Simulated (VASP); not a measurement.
Runs of VASP 6.6.1 on CuO. The structure is that of space group Fm-3m (No. 225), or close to it. The cells are those of the table. 

```tsv
level	U	cell	gap on the mesh (eV)	pressure (GPa)
PBE	-	a = 2.999, b = 2.998, c = 5.194 Å, angles 73.4, 73.4, 60.1°, 4 atoms	none	0.4
PBE	-	a = 3.000, b = 2.999, c = 5.194 Å, angles 73.4, 73.4, 60.1°, 4 atoms	none	0.4
PBE	-	a = 3.001, b = 3.000, c = 5.197 Å, angles 73.4, 73.4, 60.1°, 4 atoms	none	(a)
PBE	-	a = 3.000, b = 2.999, c = 5.196 Å, angles 73.3, 73.4, 60.1°, 4 atoms	none	0.3
PBE+U	Cu d U = 5.3 eV	a = 3.016, b = 3.016, c = 5.222 Å, angles 73.4, 73.4, 60.1°, 4 atoms	none	-6.2
```

Alike in all rows: task single point; potentials or basis VASP PAW PBE potentials, release 64 (Cu, O); no spin polarisation; k mesh 10 × 10 × 6; cutoff (eV) 520; smearing fermi-dirac 0.05 eV.

Task: Fill in the values left out.

Result: (a) 0.1.

Caveats: semilocal functionals often make such compounds metallic where correlation or magnetic order opens a gap, which also shifts bond lengths (at least some runs); the cell stands under tension (at least some runs); U without spin polarisation on a metal has little footing (at least some runs).

A gap of «none» marks levels without a gap at the run's occupations.
